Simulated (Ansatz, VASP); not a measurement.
**BaF2: VASP beside Ansatz**

Contents of POSCAR:

```
BaF2
1.0
    0.0000000000      3.1230009549      3.1230009549
    3.1230009549      0.0000000000      3.1230009549
    3.1230009549      3.1230009549      0.0000000000
Ba F
1 2
Direct
    0.0000000000      0.0000000000      0.0000000000
    0.2500000000      0.2500000000      0.2500000000
    0.7500000000      0.7500000000      0.7500000000
```

File INCAR.step1:

```
SYSTEM = BaF2
ALGO = Normal
EDIFF = 1E-5
ENCUT = 660
GGA = PE
GGA_COMPAT = .FALSE.
ISMEAR = 0
LASPH = .TRUE.
LCHARG = .FALSE.
LREAL = .FALSE.
LWAVE = .TRUE.
NBANDS = 19
NELM = 120
PREC = Accurate
SIGMA = 0.02
```

File INCAR.step2:

```
SYSTEM = BaF2
ALGO = Normal
EDIFF = 1E-6
ENCUT = 660
GGA_COMPAT = .FALSE.
ISIF = 2
ISMEAR = 0
ISTART = 1
LASPH = .TRUE.
LCHARG = .FALSE.
LMIXTAU = .TRUE.
LREAL = .FALSE.
LWAVE = .FALSE.
METAGGA = R2SCAN
NBANDS = 19
NELM = 120
PREC = Accurate
SIGMA = 0.02
```

Contents of KPOINTS:

```
k-points
0
G
  6 6 6
  0 0 0
```

Input for Ansatz:

```yaml
crystal:
  lattice:
    - [0.0, 3.1230009549, 3.1230009549]
    - [3.1230009549, 0.0, 3.1230009549]
    - [3.1230009549, 3.1230009549, 0.0]
  atoms:
    - { symbol: Ba, position: [0.0, 0.0, 0.0] }
    - { symbol: F, position: [0.25, 0.25, 0.25] }
    - { symbol: F, position: [0.75, 0.75, 0.75] }
basis:
  ecutwfc: 500
kpoints:
  mp_grid: { grid: [6, 6, 6] }
  band_path:
    path:
      - [[0.0, 0.0, 0.0], [0.5, 0.0, 0.5], [0.625, 0.25, 0.625]]
      - [[0.375, 0.375, 0.75], [0.0, 0.0, 0.0], [0.5, 0.5, 0.5], [0.5, 0.25, 0.75], [0.5, 0.0, 0.5]]
    npoints: 14
hamiltonian:
  xc: r2scan
scf:
  occupations: { method: gaussian, width: 0.02 }
  n_extra_bands: 7
output:
  forces: true
  stress: true
  eigenvalues: true
  populations: true
  dos: { projected: true, de: 0.02, nscf_kmesh: { grid: [9, 9, 9] } }
  bader: true
```

Alike in both runs: task single point; functional r2SCAN; k mesh 6 × 6 × 6; occupations gaussian, width 0.02 eV; no spin polarisation.

|  | VASP | Ansatz |
| --- | --- | --- |
| version | VASP 6.6.1 | Ansatz 0.2.0 |
| potentials or method | VASP PAW PBE potentials, release 64 (Ba_sv, F), cutoff 660 eV | scalar-relativistic, plane waves, PAW |
| valence electrons in the cell | 24 | 24 |

|  | VASP | Ansatz | Ansatz less VASP |
| --- | --- | --- | --- |
| gap on the k mesh at the Fermi level (eV) | 7.25 | 7.33 | +0.075 |
| least direct gap on the mesh (eV) | 7.31 | 7.40 | +0.084 |
| pressure (GPa) | -0.6 | -1.4 | -0.79 |

VASP's potentials were made for PBE, not for r2SCAN.

Spin-orbit coupling is off throughout.
